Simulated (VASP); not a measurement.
# Sc (I4/mmm) in VASP: notebook

Sc is run at these levels: LDA+U; tasks: single point.

All numbers are computed with VASP 6.6.1; they aren't measurements. Logs are shortened: lines on timing, memory, paths and dates and some standing lists are left out, and cuts for length are marked.

### 1 The cell of the first run

The structure is tetragonal, space group I4/mmm (No. 139). Conventional cell: a = 3.756 Å, b = 3.756 Å, c = 3.365 Å, α = 90.00°, β = 90.00°, γ = 90.00°. Within 4.1 Å of Sc (site symmetry 4/mmm) lie 14 Sc at 3.14 to 3.76 Å.

### 2 Single point, LDA+U, collinear spin, ferromagnetic start (volume scaled by 0.94)

Input file INCAR:

```
SYSTEM = Sc
PREC     = Accurate       ! precision mode
ENCUT    = 520            ! plane-wave cutoff, eV
EDIFF    = 1E-6           ! SCF threshold, eV
ISMEAR   = -1             ! smearing method
SIGMA    = 0.025          ! smearing width, eV
LREAL    = .FALSE.        ! projectors in reciprocal space
LASPH    = .TRUE.         ! aspherical terms in the spheres
NELM     = 150            ! most SCF steps
ALGO     = Normal         ! electronic algorithm
ISIF     = 2              ! what is computed and relaxed
LWAVE    = .FALSE.        ! write WAVECAR
LCHARG   = .FALSE.        ! write CHGCAR
ISPIN    = 2              ! spin polarisation
MAGMOM   = 0.98           ! initial moments
LORBIT   = 11             ! projections on sites
LMAXMIX  = 4              ! l up to which the mixer works
LDAU     = .TRUE.         ! DFT+U
LDAUTYPE = 2            
LDAUL    = 2              ! shell
LDAUU    = 3              ! U, eV
LDAUJ    = 0            
LDAUPRINT= 1            
GGA      = CA             ! functional
NBANDS   = 16             ! bands
```

Input file KPOINTS:

```
Automatic mesh
0
G
  10 10 10
  0 0 0
```

Input file POSCAR:

```
Sc
1.0
   -1.8780678615      1.8780678615      1.6825400391
    1.8780678615     -1.8780678615      1.6825400391
    1.8780678615      1.8780678615     -1.6825400391
Sc
1
Direct
    0.0000000000      0.0000000000      0.0000000000
```

Potentials or basis: VASP PAW LDA potentials, release 64 (Sc_sv).

On the command line:

```sh
$ cat potpaw_LDA.64/Sc_sv/POTCAR > POTCAR
$ mpirun -np 1 vasp_std > vasp.out
```

OUTCAR:

```text
SYSTEM = Sc
   PREC = Accurate
   ENCUT = 520
   EDIFF = 1E-6
   ISMEAR = -1
   LREAL = .FALSE.
   LASPH = .TRUE.
   NELM = 150
   ISIF = 2
   ISPIN = 2
   LORBIT = 11
   GGA = CA

 ion  position               nearest neighbor table
   1  0.000  0.000  0.000-

  LATTYP: Found a body centered tetragonal cell.
 ALAT       =     3.7561357230
 C/A-ratio  =     0.8958888406

  Lattice vectors:

 A1 = (  -1.8780678615,   1.8780678615,   1.6825400391)
 A2 = (   1.8780678615,  -1.8780678615,   1.6825400391)
 A3 = (   1.8780678615,   1.8780678615,  -1.6825400391)

Analysis of symmetry for initial positions (statically):
=====================================================================
 Subroutine PRICEL returns:
 Original cell was already a primitive cell.

 Routine SETGRP: Setting up the symmetry group for a
 body centered tetragonal supercell.

 Subroutine GETGRP returns: Found 16 space group operations
 (whereof 16 operations were pure point group operations)
 out of a pool of 16 trial point group operations.

The static configuration has the point symmetry D_4h.

Analysis of symmetry for dynamics (positions and initial velocities):
=====================================================================
 Subroutine PRICEL returns:
 Original cell was already a primitive cell.

 Routine SETGRP: Setting up the symmetry group for a
 body centered tetragonal supercell.

 Subroutine GETGRP returns: Found 16 space group operations
 (whereof 16 operations were pure point group operations)
 out of a pool of 16 trial point group operations.

The dynamic configuration has the point symmetry D_4h.

Analysis of structural, dynamic, and magnetic symmetry:
=====================================================================
 Subroutine PRICEL returns:
 Original cell was already a primitive cell.

 Routine SETGRP: Setting up the symmetry group for a
 body centered tetragonal supercell.

 Subroutine GETGRP returns: Found 16 space group operations
 (whereof 16 operations were pure point group operations)
 out of a pool of 16 trial point group operations.

The overall configuration has the point symmetry D_4h.

 Subroutine INISYM returns: Found 16 space group operations
 (whereof 16 operations are pure point group operations),
 and found     1 'primitive' translations

----------------------------------------------------------------------------------------

                                     Primitive cell

  volume of cell :      23.7382

  direct lattice vectors                    reciprocal lattice vectors
    -1.878067861  1.878067861  1.682540039     0.000000000  0.266231061  0.297169748
     1.878067861 -1.878067861  1.682540039     0.266231061  0.000000000  0.297169748
     1.878067861  1.878067861 -1.682540039     0.266231061  0.266231061  0.000000000

  length of vectors
     3.144076775  3.144076775  3.144076775     0.398984758  0.398984758  0.376507578

  position of ions in fractional coordinates (direct lattice)
     0.000000000  0.000000000  0.000000000

  ion indices of the primitive-cell ions
   primitive index   ion index
                 1           1

----------------------------------------------------------------------------------------

 KPOINTS: Automatic mesh

Automatic generation of k-mesh.
 Grid dimensions read from file:
 generate k-points for:   10   10   10

 Generating k-lattice:

  Cartesian coordinates                     Fractional coordinates (reciprocal lattice)
     0.000000000  0.026623106  0.029716975     0.100000000 -0.000000000  0.000000000
     0.026623106  0.000000000  0.029716975    -0.000000000  0.100000000  0.000000000
     0.026623106  0.026623106  0.000000000     0.000000000  0.000000000  0.100000000

  Length of vectors
     0.039898476  0.039898476  0.037650758

  Shift w.r.t. Gamma in fractional coordinates (k-lattice)
     0.000000000  0.000000000  0.000000000

 Subroutine IBZKPT returns following result:
 ===========================================

 Found    102 irreducible k-points:

 Following reciprocal coordinates:
            Coordinates               Weight
  0.000000  0.000000  0.000000      1.000000
  0.100000  0.000000  0.000000      8.000000
  0.200000  0.000000  0.000000      8.000000
  0.300000  0.000000  0.000000      8.000000
  0.400000  0.000000  0.000000      8.000000
  0.500000  0.000000  0.000000      4.000000
[... 16 lines left out ...]
  0.300000  0.300000 -0.000000      8.000000
  0.400000  0.300000 -0.000000     16.000000
 [... further k-points ...]
   k-points           NKPTS =    102   k-points in BZ     NKDIM =    102   number of bands    NBANDS=     16
   number of dos      NEDOS =    301   number of ions     NIONS =      1
   total plane-waves  NPLWV =  13824
   dimension x,y,z NGX =    24 NGY =   24 NGZ =   24
   dimension x,y,z NGXF=    48 NGYF=   48 NGZF=   48
   ions per type =               1
   NGX,Y,Z   is equivalent  to a cutoff of  12.69, 12.69, 12.69 a.u.
   NGXF,Y,Z  is equivalent  to a cutoff of  25.38, 25.38, 25.38 a.u.
 SYSTEM =  Sc
   PREC   = accura    normal or accurate (medium, high low for compatibility)
   ISTART =      0    job   : 0-new  1-cont  2-samecut
   ICHARG =      2    charge: 1-file 2-atom 10-const
   ISPIN  =      2    spin polarized calculation?
   LNONCOLLINEAR =      F non collinear calculations
   LSORBIT =      F    spin-orbit coupling
   LASPH  =      T    aspherical Exc in radial PAW
   ENCUT  =  520.0 eV  38.22 Ry    6.18 a.u.   5.85  5.85  5.85*2*pi/ulx,y,z
   NELM   =    150;   NELMIN=  2; NELMDL= -5     # of ELM steps
   EDIFF  = 0.1E-05   stopping-criterion for ELM
   LREAL  =      F    real-space projection
   EDIFFG = 0.1E-04   stopping-criterion for IOM
   NSW    =      0    number of steps for IOM
   IBRION =     -1    ionic relax: 0-MD 1-quasi-New 2-CG
   NFREE  =      0    steps in history (QN), initial steepest desc. (CG)
   ISIF   =      2    stress and relaxation
   ISYM   =      2    0-nonsym 1-usesym 2-fastsym
   POTIM  = 0.5000    time-step for ionic-motion
   TEBEG  =    0.0;   TEEND  =   0.0 temperature during run
   PSTRESS=    0.0 pullay stress
   NELECT =      11.0000    total number of electrons
   NUPDOWN=      -1.0000    fix difference up-down
   EMIN   =  10.00;   EMAX   =-10.00  energy-range for DOS
   EFERMI =   0.00;   METHOD = LEGACY
   ISMEAR =    -1;   SIGMA  =   0.03  broadening in eV -4-tet -1-fermi 0-gaus
   EFERMI_NEDOS =   21; number of points for ismear=-14 and -15
   IALGO  =     38    algorithm
   IMIX   =      4    mixing-type and parameters
     AMIX     =   0.40;   BMIX     =  1.00
     AMIX_MAG =   1.60;   BMIX_MAG =  1.00
  volume/ion in A,a.u.               =      23.74       160.19
  Fermi-wavevector in a.u.,A,eV,Ry     =   1.266844  2.393988 21.835898  1.604893
  Thomas-Fermi vector in A             =   2.400023
   LORBIT       =     11    0 simple, 1 ext, 2 COOP (PROOUT), +10 PAW based schemes
 LDA+U is selected, type is set to LDAUTYPE =  2
   angular momentum for each species LDAUL =     2
   U (eV)           for each species LDAUU =   3.0
   J (eV)           for each species LDAUJ =   0.0
   GGA     = CA    functional components
   LHFCALC =     F    Hartree Fock is set to
   AEXX    =    0.0000 exact exchange contribution
   IVDW    =     0    specifies the selected vdW correction
   LEPSILON=     F    determine dielectric tensor
   LRPA    =     F    only Hartree local field effects (RPA)
 spin polarized calculation
  energy-cutoff  :      520.00
  volume of cell :       23.74
 maximum number of plane-waves:       649
   NGX = 11   NGY = 11   NGZ = 11

atom =   1  type =  1  l = 2

 onsite density matrix

spin component  1

  0.0569  0.0000  0.0000  0.0000 -0.0000
  0.0000  0.0668  0.0000  0.0000  0.0000
  0.0000  0.0000  0.1318 -0.0000  0.0000
  0.0000  0.0000 -0.0000  0.0668  0.0000
 -0.0000  0.0000  0.0000  0.0000  0.1124

spin component  2

  0.0540  0.0000  0.0000  0.0000 -0.0000
  0.0000  0.0648 -0.0000  0.0000  0.0000
  0.0000 -0.0000  0.1299 -0.0000  0.0000
  0.0000  0.0000 -0.0000  0.0648 -0.0000
 -0.0000  0.0000  0.0000 -0.0000  0.1117

 occupancies and eigenvectors

  o =  0.0540  v =  0.0000  0.0000  0.0000  0.0000  0.0000  1.0000  0.0000  0.0000  0.0000  0.0000      0.0000  0.0000  0.0000  0.0000  0.0000  0.0000  0.0000  0.0000  0.0000  0.0000
  o =  0.0569  v =  1.0000  0.0000  0.0000  0.0000  0.0000  0.0000  0.0000  0.0000  0.0000  0.0000      0.0000  0.0000  0.0000  0.0000  0.0000  0.0000  0.0000  0.0000  0.0000  0.0000
  o =  0.0648  v =  0.0000  0.0000  0.0000  0.0000  0.0000  0.0000 -0.9549  0.0000  0.2969 -0.0000      0.0000  0.0000  0.0000  0.0000  0.0000  0.0000  0.0000  0.0000  0.0000  0.0000
  o =  0.0648  v =  0.0000  0.0000  0.0000  0.0000  0.0000  0.0000 -0.2969  0.0000 -0.9549  0.0000      0.0000  0.0000  0.0000  0.0000  0.0000  0.0000  0.0000  0.0000  0.0000  0.0000
  o =  0.0668  v =  0.0000  0.9222 -0.0000 -0.3867 -0.0000  0.0000  0.0000  0.0000  0.0000  0.0000      0.0000  0.0000  0.0000  0.0000  0.0000  0.0000  0.0000  0.0000  0.0000  0.0000
  o =  0.0668  v =  0.0000  0.3867  0.0000  0.9222 -0.0000  0.0000  0.0000  0.0000  0.0000  0.0000      0.0000  0.0000  0.0000  0.0000  0.0000  0.0000  0.0000  0.0000  0.0000  0.0000
  o =  0.1117  v =  0.0000  0.0000  0.0000  0.0000  0.0000  0.0000  0.0000  0.0000 -0.0000 -1.0000      0.0000  0.0000  0.0000  0.0000  0.0000  0.0000  0.0000  0.0000  0.0000  0.0000
  o =  0.1124  v =  0.0000 -0.0000  0.0000 -0.0000 -1.0000  0.0000  0.0000  0.0000  0.0000  0.0000      0.0000  0.0000  0.0000  0.0000  0.0000  0.0000  0.0000  0.0000  0.0000  0.0000
  o =  0.1299  v =  0.0000  0.0000  0.0000  0.0000  0.0000  0.0000 -0.0000 -1.0000 -0.0000 -0.0000      0.0000  0.0000  0.0000  0.0000  0.0000  0.0000  0.0000  0.0000  0.0000  0.0000
  o =  0.1318  v =  0.0000  0.0000  1.0000 -0.0000  0.0000  0.0000  0.0000  0.0000  0.0000  0.0000      0.0000  0.0000  0.0000  0.0000  0.0000  0.0000  0.0000  0.0000  0.0000  0.0000

 number of electron      10.9999996 magnetization       0.0213262

 Free energy of the ion-electron system (eV)
  ---------------------------------------------------
  ext. energy  EPLUGINS =         0.00000000
  ---------------------------------------------------
  free energy    TOTEN  =        -5.30702438 eV

  energy without entropy =       -5.30203464  energy(sigma->0) =       -5.30452951

 E-fermi :   4.2426     XC(G=0): -10.3588

 val. band max:        4.2341898624   @ k =   0.4000   0.2000   0.0000
 cond. band min:       4.2445089213   @ k =  -0.4000   0.4000   0.0000
 fundamental gap:      0.0103190589
 Fermi energy:         4.2426368267

 spin component 1

 k-point     1 :       0.0000    0.0000    0.0000
  band No.  band energies     occupation
      1     -45.5836      1.00000
      2     -24.2887      1.00000
      3     -24.2887      1.00000
      4     -24.2448      1.00000
      5      -1.4797      1.00000
      6       5.5692      0.00000
[... 8 lines left out ...]
     15      23.5992      0.00000
     16      24.1480      0.00000
[... 419 lines left out ...]
 k-point    24 :       0.4000    0.3000   -0.0000
  band No.  band energies     occupation
      1     -45.4985      1.00000
      2     -24.6230      1.00000
      3     -24.5281      1.00000
      4     -24.3313      1.00000
      5       3.3671      1.00000
      6       3.9962      0.99995
[... 8 lines left out ...]
     15      22.3286      0.00000
     16      27.8446      0.00000

 [... further k-points ...]

 spin component 2

 k-point     1 :       0.0000    0.0000    0.0000
  band No.  band energies     occupation
      1     -45.5749      1.00000
      2     -24.2801      1.00000
      3     -24.2801      1.00000
      4     -24.2357      1.00000
      5      -1.4647      1.00000
      6       5.5886      0.00000
[... 8 lines left out ...]
     15      23.6127      0.00000
     16      24.1608      0.00000
[... 419 lines left out ...]
 k-point    24 :       0.4000    0.3000   -0.0000
  band No.  band energies     occupation
      1     -45.4898      1.00000
      2     -24.6141      1.00000
      3     -24.5191      1.00000
      4     -24.3225      1.00000
      5       3.3825      1.00000
      6       4.0131      0.99990
[... 8 lines left out ...]
     15      22.3450      0.00000
     16      27.8602      0.00000

 [... further k-points ...]
[... 5 lines left out ...]
  --------------------------------------------------------------------------------------
  -------------------------------------------------------------------------------------
  Total        0.3709473      0.3709473      0.7925824      0.0000000      0.0000000      0.0000000
  in kB       25.0365731     25.0365731     53.4942451      0.0000000      0.0000000      0.0000000
  external PRESSURE =      34.5224638 kB  Pullay stress =       0.0000000 kB

 VOLUME and BASIS-vectors are now :
 -----------------------------------------------------------------------------
  energy-cutoff  :      520.00
  volume of cell :       23.74
      direct lattice vectors                 reciprocal lattice vectors
    -1.878067861  1.878067861  1.682540039     0.000000000  0.266231061  0.297169748
     1.878067861 -1.878067861  1.682540039     0.266231061  0.000000000  0.297169748
     1.878067861  1.878067861 -1.682540039     0.266231061  0.266231061  0.000000000

 POSITION                                       TOTAL-FORCE (eV/Angst)
 -----------------------------------------------------------------------------------
      0.00000      0.00000      0.00000         0.000000     -0.000000      0.000000
 -----------------------------------------------------------------------------------
    total drift:                               -0.000000      0.000000      0.000000

  FREE ENERGIE OF THE ION-ELECTRON SYSTEM (eV)
  ---------------------------------------------------
  free  energy   TOTEN  =        -5.3070243758 eV

  energy  without entropy=       -5.3020346417  energy(sigma->0) =       -5.30452951

 total charge

# of ion       s       p       d       tot
------------------------------------------
    1        2.304   6.152   0.850   9.306

 magnetization (x)

# of ion       s       p       d       tot
------------------------------------------
    1        0.000   0.002   0.009   0.011
```

Wall time 40 s (1 thread of Intel Xeon Platinum 8375C at 2.90GHz (Ice Lake), shared host); peak memory 0.17 GiB.

Results:

```
Free energy                                           : -5.3070 eV
Pressure                                              : 3.5 GPa
Net moment                                            : 0.02 μB per cell
Valence electrons inside the program's atomic spheres : Sc 9.31
```

Levels at points of the mesh, in eV from the Fermi level:
Spin up:
| k point | band 2 | band 3 | band 4 | band 5 | band 6 | band 7 | band 8 | band 9 |
| --- | --- | --- | --- | --- | --- | --- | --- | --- |
| (0.00, 0.00, 0.00) | -28.53 | -28.53 | -28.49 | -5.72 | 1.33 | 2.08 | 2.08 | 2.64 |
| (0.50, 0.00, 0.00) | -28.96 | -28.68 | -28.54 | -1.85 | 0.24 | 0.38 | 3.13 | 3.90 |
| (0.50, 0.50, 0.00) | -28.98 | -28.60 | -28.51 | -2.02 | -0.21 | 1.12 | 2.56 | 3.28 |
| (0.50, 0.50, 0.50) | -28.87 | -28.87 | -28.73 | -1.35 | -1.12 | 4.34 | 4.34 | 4.51 |
Spin down:
| k point | band 1 | band 2 | band 3 | band 4 | band 5 | band 6 | band 7 | band 8 | band 9 | band 10 |
| --- | --- | --- | --- | --- | --- | --- | --- | --- | --- | --- |
| (0.00, 0.00, 0.00) | -49.82 | -28.52 | -28.52 | -28.48 | -5.71 | 1.35 | 2.09 | 2.09 | 2.65 | 3.55 |
| (0.50, 0.00, 0.00) | -49.74 | -28.95 | -28.67 | -28.53 | -1.83 | 0.26 | 0.40 | 3.14 | 3.92 | 4.70 |
| (0.50, 0.50, 0.00) | -49.75 | -28.97 | -28.59 | -28.51 | -2.01 | -0.20 | 1.14 | 2.58 | 3.29 | 4.64 |
| (0.50, 0.50, 0.50) | -49.69 | -28.86 | -28.86 | -28.72 | -1.34 | -1.11 | 4.36 | 4.36 | 4.53 | 5.11 |

Eigenvalues of the final occupation matrices:
| site | spin | trace | eigenvalues |
| --- | --- | --- | --- |
| site 1 d | 1 | 0.43 | 0.06 0.07 0.07 0.11 0.13 |
| site 1 d | 2 | 0.43 | 0.05 0.06 0.06 0.11 0.13 |

Caveat: the U is typed as a test and isn't derived for this compound. The state reached can hang on the start; a lower one may exist.

[end of part 1 of 2]
